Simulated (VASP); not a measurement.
Set up this calculation in VASP 6.6.1, as the native input.

```
Task                   : relaxation of the atoms
Functional             : r2SCAN
Potentials or basis    : VASP PAW PBE potentials, release 64 (In_d, Sb)
Cutoff                 : 520 eV
k mesh                 : 9 × 9 × 9
Occupations            : fermi-dirac, width 0.1 eV
Spin                   : no spin polarisation
Dipole correction      : no
Further INCAR settings : ALGO = Normal; EDIFF = 1e-06; IBRION = 2; EDIFFG = -0.01; NSW = 50
```

InSb:

```
In Sb
1.0
     0.00000    3.32222    3.32222
     3.32222    0.00000    3.32222
     3.32222    3.32222    0.00000
In Sb
1 1
Direct
  0.00000 0.00000 0.00000
  0.25000 0.25000 0.25000
```

The input as run:

POSCAR

```
InSb
1.0
    0.0000000000      3.3222236100      3.3222236100
    3.3222236100      0.0000000000      3.3222236100
    3.3222236100      3.3222236100      0.0000000000
In Sb
1 1
Direct
    0.0000000000      0.0000000000      0.0000000000
    0.2500000000      0.2500000000      0.2500000000
```

INCAR.step1

```
SYSTEM = InSb
PREC = Accurate
ENCUT = 520
ISMEAR = -1
SIGMA = 0.1
LREAL = .False.
LASPH = .True.
NELM = 80
GGA = PE
ALGO = Normal
EDIFF = 1E-4
LWAVE = .True.
LCHARG = .False.
```

INCAR.step2

```
SYSTEM = InSb
PREC = Accurate
ENCUT = 520
EDIFF = 1E-6
ISMEAR = -1
SIGMA = 0.1
LREAL = .False.
LASPH = .True.
NELM = 80
ALGO = Normal
ISIF = 2
LWAVE = .False.
LCHARG = .False.
METAGGA = R2SCAN
LMIXTAU = .True.
IBRION = 2
NSW = 50
EDIFFG = -0.01
ISTART = 1
```

KPOINTS

```
regular mesh
0
Gamma
  9 9 9
  0 0 0
```

Potentials or basis: VASP PAW PBE potentials, release 64 (In_d, Sb).

Command:

```sh
$ cat potpaw_PBE.64/In_d/POTCAR potpaw_PBE.64/Sb/POTCAR > POTCAR
$ cp INCAR.step1 INCAR
$ mpirun -np 1 vasp_std > vasp.out
$ cp INCAR.step2 INCAR
$ mpirun -np 1 vasp_std > vasp.out
```

It gave:

The pressure after relaxing is -1.6 GPa and the band gap on the k mesh is zero (filled and empty bands touch).

Caveat: the relaxation stopped at its first step, so nothing moved; semilocal functionals underestimate gaps, so a narrow gap can read as zero; the PAW data sets were made with another functional, which shifts forces and pressure a little; spin-orbit coupling is left out, which moves the levels of the heavy elements.

It took 55 s on 1 thread of Intel(R) Xeon(R) 6975P-C (Granite Rapids) (shared host), peak memory 0.23 GiB.
